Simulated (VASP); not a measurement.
# MnO (Fm-3m) in VASP: a series of runs

MnO is run at these levels: RPBE+D4; tasks: single point.

All numbers are computed with VASP 6.6.1; they aren't measurements. Logs are shortened: lines on timing, memory, paths and dates and some standing lists are left out, and cuts for length are marked.

### 1 The cell of the first run

Symmetry: Fm-3m, No. 225, cubic system. Conventional cell: a = 4.477 Å, b = 4.477 Å, c = 4.477 Å, α = 90.00°, β = 90.00°, γ = 90.00°. Mn (site symmetry m-3m) has 6 O at 2.24 Å within 3.0 Å. Within 3.0 Å of O (site symmetry m-3m) lie 6 Mn at 2.24 Å.

### 2 Single point, RPBE+D4, collinear spin, ferromagnetic start

Input file INCAR:

```
SYSTEM = MnO
ALGO = Normal
EDIFF = 1E-6
ENCUT = 520
GGA = RP
ISIF = 2
ISMEAR = -1
ISPIN = 2
IVDW = 13
LASPH = .True.
LCHARG = .False.
LMAXMIX = 4
LORBIT = 11
LREAL = .False.
LWAVE = .False.
MAGMOM = 4 0
NBANDS = 20
NELM = 150
PREC = Accurate
SIGMA = 0.05
```

Input file KPOINTS:

```
k-points
0
Gamma
  10 10 10
  0 0 0
```

Input file POSCAR:

```
MnO
1.0
    0.0000000000      2.2386359976      2.2386359976
    2.2386359976      0.0000000000      2.2386359976
    2.2386359976      2.2386359976      0.0000000000
Mn O
1 1
Direct
    0.0000000000      0.0000000000      0.0000000000
    0.5000000000      0.5000000000      0.5000000000
```

Potentials or basis: VASP PAW PBE potentials, release 64 (Mn_pv, O).

Command:

```sh
cat potpaw_PBE.64/Mn_pv/POTCAR potpaw_PBE.64/O/POTCAR > POTCAR
mpirun -np 1 vasp_std > vasp.out
```

OUTCAR:

```text
SYSTEM = MnO
   EDIFF = 1E-6
   ENCUT = 520
   GGA = RP
   ISIF = 2
   ISMEAR = -1
   ISPIN = 2
   IVDW = 13
   LASPH = .True.
   LORBIT = 11
   LREAL = .False.
   NELM = 150
   PREC = Accurate

 ion  position               nearest neighbor table
   1  0.000  0.000  0.000-   2 2.24   2 2.24   2 2.24   2 2.24   2 2.24   2 2.24
   2  0.500  0.500  0.500-   1 2.24   1 2.24   1 2.24   1 2.24   1 2.24   1 2.24

  LATTYP: Found a face centered cubic cell.
 ALAT       =     4.4772719952

  Lattice vectors:

 A1 = (   0.0000000000,   2.2386359976,   2.2386359976)
 A2 = (   2.2386359976,   0.0000000000,   2.2386359976)
 A3 = (   2.2386359976,   2.2386359976,   0.0000000000)

Analysis of symmetry for initial positions (statically):
=====================================================================
 Subroutine PRICEL returns:
 Original cell was already a primitive cell.

 Routine SETGRP: Setting up the symmetry group for a
 face centered cubic supercell.

 Subroutine GETGRP returns: Found 48 space group operations
 (whereof 48 operations were pure point group operations)
 out of a pool of 48 trial point group operations.

The static configuration has the point symmetry O_h .

Analysis of symmetry for dynamics (positions and initial velocities):
=====================================================================
 Subroutine PRICEL returns:
 Original cell was already a primitive cell.

 Routine SETGRP: Setting up the symmetry group for a
 face centered cubic supercell.

 Subroutine GETGRP returns: Found 48 space group operations
 (whereof 48 operations were pure point group operations)
 out of a pool of 48 trial point group operations.

The dynamic configuration has the point symmetry O_h .

Analysis of structural, dynamic, and magnetic symmetry:
=====================================================================
 Subroutine PRICEL returns:
 Original cell was already a primitive cell.

 Routine SETGRP: Setting up the symmetry group for a
 face centered cubic supercell.

 Subroutine GETGRP returns: Found 48 space group operations
 (whereof 48 operations were pure point group operations)
 out of a pool of 48 trial point group operations.

The overall configuration has the point symmetry O_h .

 Subroutine INISYM returns: Found 48 space group operations
 (whereof 48 operations are pure point group operations),
 and found     1 'primitive' translations

----------------------------------------------------------------------------------------

                                     Primitive cell

  volume of cell :      22.4378

  direct lattice vectors                    reciprocal lattice vectors
     0.000000000  2.238635998  2.238635998    -0.223350290  0.223350290  0.223350290
     2.238635998  0.000000000  2.238635998     0.223350290 -0.223350290  0.223350290
     2.238635998  2.238635998  0.000000000     0.223350290  0.223350290 -0.223350290

  length of vectors
     3.165909389  3.165909389  3.165909389     0.386854051  0.386854051  0.386854051

  position of ions in fractional coordinates (direct lattice)
     0.000000000  0.000000000  0.000000000
     0.500000000  0.500000000  0.500000000

  ion indices of the primitive-cell ions
   primitive index   ion index
                 1           1
                 2           2

----------------------------------------------------------------------------------------

 KPOINTS: k-points

Automatic generation of k-mesh.
 Grid dimensions read from file:
 generate k-points for:   10   10   10

 Generating k-lattice:

  Cartesian coordinates                     Fractional coordinates (reciprocal lattice)
    -0.022335029  0.022335029  0.022335029     0.100000000  0.000000000  0.000000000
     0.022335029 -0.022335029  0.022335029     0.000000000  0.100000000  0.000000000
     0.022335029  0.022335029 -0.022335029     0.000000000  0.000000000  0.100000000

  Length of vectors
     0.038685405  0.038685405  0.038685405

  Shift w.r.t. Gamma in fractional coordinates (k-lattice)
     0.000000000  0.000000000  0.000000000

 Subroutine IBZKPT returns following result:
 ===========================================

 Found     47 irreducible k-points:

 Following reciprocal coordinates:
            Coordinates               Weight
  0.000000  0.000000  0.000000      1.000000
  0.100000  0.000000  0.000000      8.000000
  0.200000  0.000000  0.000000      8.000000
  0.300000  0.000000  0.000000      8.000000
  0.400000  0.000000  0.000000      8.000000
  0.500000  0.000000  0.000000      4.000000
[... 16 lines left out ...]
  0.300000  0.300000  0.000000      6.000000
  0.400000  0.300000  0.000000     24.000000
 [... further k-points ...]
   k-points           NKPTS =     47   k-points in BZ     NKDIM =     47   number of bands    NBANDS=     20
   number of dos      NEDOS =    301   number of ions     NIONS =      2
   total plane-waves  NPLWV =  13824
   dimension x,y,z NGX =    24 NGY =   24 NGZ =   24
   dimension x,y,z NGXF=    48 NGYF=   48 NGZF=   48
   ions per type =               1   1
   NGX,Y,Z   is equivalent  to a cutoff of  12.60, 12.60, 12.60 a.u.
   NGXF,Y,Z  is equivalent  to a cutoff of  25.21, 25.21, 25.21 a.u.
 SYSTEM =  MnO
   PREC   = accura    normal or accurate (medium, high low for compatibility)
   ISTART =      0    job   : 0-new  1-cont  2-samecut
   ICHARG =      2    charge: 1-file 2-atom 10-const
   ISPIN  =      2    spin polarized calculation?
   LNONCOLLINEAR =      F non collinear calculations
   LSORBIT =      F    spin-orbit coupling
   LASPH  =      T    aspherical Exc in radial PAW
   ENCUT  =  520.0 eV  38.22 Ry    6.18 a.u.   5.89  5.89  5.89*2*pi/ulx,y,z
   NELM   =    150;   NELMIN=  2; NELMDL= -5     # of ELM steps
   EDIFF  = 0.1E-05   stopping-criterion for ELM
   LREAL  =      F    real-space projection
   EDIFFG = 0.1E-04   stopping-criterion for IOM
   NSW    =      0    number of steps for IOM
   IBRION =     -1    ionic relax: 0-MD 1-quasi-New 2-CG
   NFREE  =      0    steps in history (QN), initial steepest desc. (CG)
   ISIF   =      2    stress and relaxation
   ISYM   =      2    0-nonsym 1-usesym 2-fastsym
   POTIM  = 0.5000    time-step for ionic-motion
   TEBEG  =    0.0;   TEEND  =   0.0 temperature during run
   PSTRESS=    0.0 pullay stress
   NELECT =      19.0000    total number of electrons
   NUPDOWN=      -1.0000    fix difference up-down
   EMIN   =  10.00;   EMAX   =-10.00  energy-range for DOS
   EFERMI =   0.00;   METHOD = LEGACY
   ISMEAR =    -1;   SIGMA  =   0.05  broadening in eV -4-tet -1-fermi 0-gaus
   EFERMI_NEDOS =   21; number of points for ismear=-14 and -15
   IALGO  =     38    algorithm
   IMIX   =      4    mixing-type and parameters
     AMIX     =   0.40;   BMIX     =  1.00
     AMIX_MAG =   1.60;   BMIX_MAG =  1.00
  volume/ion in A,a.u.               =      11.22        75.71
  Fermi-wavevector in a.u.,A,eV,Ry     =   1.548814  2.926834 32.637986  2.398824
  Thomas-Fermi vector in A             =   2.653710
   LORBIT       =     11    0 simple, 1 ext, 2 COOP (PROOUT), +10 PAW based schemes
   GGA     = RP    functional components
   LHFCALC =     F    Hartree Fock is set to
   AEXX    =    0.0000 exact exchange contribution
   IVDW    =    13    specifies the selected vdW correction
   LEPSILON=     F    determine dielectric tensor
   LRPA    =     F    only Hartree local field effects (RPA)
 spin polarized calculation
  energy-cutoff  :      520.00
  volume of cell :       22.44
 maximum number of plane-waves:       620
   NGX = 11   NGY = 11   NGZ = 11

 number of electron      18.9999989 magnetization       4.8601240

 Free energy of the ion-electron system (eV)
  ---------------------------------------------------
  ext. energy  EPLUGINS =         0.00000000
  ---------------------------------------------------
  free energy    TOTEN  =       -15.72036694 eV

  energy without entropy =      -15.71413332  energy(sigma->0) =      -15.71725013

 E-fermi :   7.4245     XC(G=0): -11.5269

 val. band max:        7.3833727836   @ k =   0.4000   0.3000   0.0000
 cond. band min:       7.4777834103   @ k =   0.5000   0.4000   0.1000
 fundamental gap:      0.0944106267
 Fermi energy:         7.4244869597

 spin component 1

 k-point     1 :       0.0000    0.0000    0.0000
  band No.  band energies     occupation
      1     -43.0462      1.00000
      2     -43.0462      1.00000
      3     -43.0462      1.00000
      4     -12.7069      1.00000
      5       3.8262      1.00000
      6       3.8262      1.00000
[... 12 lines left out ...]
     19      26.8716      0.00000
     20      26.8716      0.00000
[... 507 lines left out ...]
 k-point    24 :       0.4000    0.3000    0.0000
  band No.  band energies     occupation
      1     -43.0882      1.00000
      2     -43.0641      1.00000
      3     -43.0624      1.00000
      4     -11.9236      1.00000
      5       0.4598      1.00000
      6       2.3071      1.00000
[... 12 lines left out ...]
     19      31.8140      0.00000
     20      33.6547      0.00000

 [... further k-points ...]

 spin component 2

 k-point     1 :       0.0000    0.0000    0.0000
  band No.  band energies     occupation
      1     -38.2574      1.00000
      2     -38.2574      1.00000
      3     -38.2574      1.00000
      4     -12.2676      1.00000
      5       4.2046      1.00000
      6       4.2046      1.00000
[... 12 lines left out ...]
     19      29.4416      0.00000
     20      29.4416      0.00000
[... 507 lines left out ...]
 k-point    24 :       0.4000    0.3000    0.0000
  band No.  band energies     occupation
      1     -38.3101      1.00000
      2     -38.2794      1.00000
      3     -38.2774      1.00000
      4     -11.5089      1.00000
      5       1.2620      1.00000
      6       3.1101      1.00000
[... 12 lines left out ...]
     19      32.8777      0.00000
     20      34.7631      0.00000

 [... further k-points ...]

------------------------ aborting loop because EDIFF is reached ----------------------------------------

  DFT-D4 for vdW energy calculation

  Edisp (eV):   -1.32169

  FORCE on cell =-STRESS in cart. coord.  units (eV):
  Direction    XX          YY          ZZ          XY          YZ          ZX
  --------------------------------------------------------------------------------------
  -------------------------------------------------------------------------------------
  Total      -0.42758    -0.42758    -0.42758     0.00000    -0.00000    -0.00000
  in kB     -30.53173   -30.53173   -30.53173     0.00000    -0.00000    -0.00000
  external pressure =      -30.53 kB  Pullay stress =        0.00 kB

 VOLUME and BASIS-vectors are now :
 -----------------------------------------------------------------------------
  energy-cutoff  :      520.00
  volume of cell :       22.44
      direct lattice vectors                 reciprocal lattice vectors
     0.000000000  2.238635998  2.238635998    -0.223350290  0.223350290  0.223350290
     2.238635998  0.000000000  2.238635998     0.223350290 -0.223350290  0.223350290
     2.238635998  2.238635998  0.000000000     0.223350290  0.223350290 -0.223350290

 POSITION                                       TOTAL-FORCE (eV/Angst)
 -----------------------------------------------------------------------------------
      0.00000      0.00000      0.00000         0.000000     -0.000000     -0.000000
      2.23864      2.23864      2.23864        -0.000000      0.000000      0.000000
 -----------------------------------------------------------------------------------
    total drift:                                0.000000     -0.000000     -0.000000

  FREE ENERGIE OF THE ION-ELECTRON SYSTEM (eV)
  ---------------------------------------------------
  free  energy   TOTEN  =       -17.0420537391 eV

  energy  without entropy=      -17.0358201258  energy(sigma->0) =      -17.03893693

 total charge

# of ion       s       p       d       tot
------------------------------------------
    1        0.196   6.168   4.958  11.322
    2        1.565   3.421   0.000   4.986
--------------------------------------------------
tot          1.761   9.589   4.958  16.308

 magnetization (x)

# of ion       s       p       d       tot
------------------------------------------
    1        0.034   0.027   4.348   4.409
    2        0.029   0.172   0.000   0.201
--------------------------------------------------
tot          0.063   0.199   4.348   4.610
```

It took 20 s on 1 thread of Intel Xeon 6975P-C (Granite Rapids), shared host; peak memory 0.16 GiB.

What came out:

```
Free energy                                           : -17.0421 eV
Pressure                                              : -3.1 GPa
Net moment                                            : 4.86 μB per cell
Site moments                                          : Mn +4.41; O +0.20 μB
Valence electrons inside the program's atomic spheres : Mn 11.32; O 4.99
Dispersion energy per atom                            : -0.661 eV
```

Caveat: the PAW data sets were made with another functional, which shifts forces and pressure a little; a cell with one magnetic atom can't hold antiferromagnetic order, which such compounds often take; semilocal functionals often make such compounds metallic where correlation or magnetic order opens a gap, which also shifts bond lengths; pairwise dispersion overbinds metals, which lowers pressure and volume.

### 3 Single point, RPBE+D4, collinear spin, ferromagnetic start

This run uses another cell than the first one, of 11.44 Å³/atom, 1.020 times its volume.

Edit INCAR of step 2 so:

```diff
@@ -9,8 +9,8 @@
 IVDW = 13
-LASPH = .True.
-LCHARG = .False.
+LASPH = .TRUE.
+LCHARG = .FALSE.
 LMAXMIX = 4
 LORBIT = 11
-LREAL = .False.
-LWAVE = .False.
+LREAL = .FALSE.
+LWAVE = .FALSE.
 MAGMOM = 4 0
```

Input file KPOINTS:

```
k-points
0
G
  10 10 10
  0 0 0
```

Input file POSCAR:

```
MnO
1.0
    0.0000000000      2.2531730023      2.2531730023
    2.2531730023      0.0000000000      2.2531730023
    2.2531730023      2.2531730023      0.0000000000
Mn O
1 1
Direct
    0.0000000000      0.0000000000      0.0000000000
    0.5000000000      0.5000000000      0.5000000000
```

Potentials or basis: VASP PAW PBE potentials, release 64 (Mn_pv, O).

Command:

```sh
cat potpaw_PBE.64/Mn_pv/POTCAR potpaw_PBE.64/O/POTCAR > POTCAR
mpirun -np 1 vasp_std > vasp.out
```

Run time: 18 s. Hardware: 1 thread of Intel Xeon 6975P-C (Granite Rapids), shared host; peak memory 0.16 GiB.

The run converged. Its results:

```
Free energy                                           : -17.0319 eV
Pressure                                              : -4.9 GPa
Net moment                                            : 4.90 μB per cell
Site moments                                          : Mn +4.44; O +0.20 μB
Valence electrons inside the program's atomic spheres : Mn 11.30; O 4.98
Dispersion energy per atom                            : -0.652 eV
```

Levels at points of the mesh, in eV from the Fermi level:
Spin up:
| k point | band 10 | band 11 | band 12 | band 13 | band 14 | band 15 |
| --- | --- | --- | --- | --- | --- | --- |
| (0.00, 0.00, 0.00) | -3.22 | -2.72 | -2.72 | -0.65 | 13.88 | 16.04 |
| (0.50, 0.00, 0.00) | -1.95 | 0.09 | 0.09 | 3.44 | 7.48 | 11.68 |
| (0.50, 0.50, 0.00) | -2.15 | -2.15 | -2.05 | 4.80 | 7.68 | 10.20 |
Spin down:
```csv
k point,band 4,band 5,band 6,band 7,band 8,band 9,band 10,band 11
"(0.00, 0.00, 0.00)",-19.52,-3.12,-3.12,-3.12,0.83,1.01,1.01,1.01
"(0.50, 0.00, 0.00)",-18.67,-6.93,-4.50,-4.50,2.09,2.15,2.15,3.67
"(0.50, 0.50, 0.00)",-18.68,-6.05,-4.06,-4.06,-0.46,2.11,2.24,2.55
```

Caveat: the PAW data sets were made with another functional, which shifts forces and pressure a little; a cell with one magnetic atom can't hold antiferromagnetic order, which such compounds often take; semilocal functionals often make such compounds metallic where correlation or magnetic order opens a gap, which also shifts bond lengths; pairwise dispersion overbinds metals, which lowers pressure and volume.
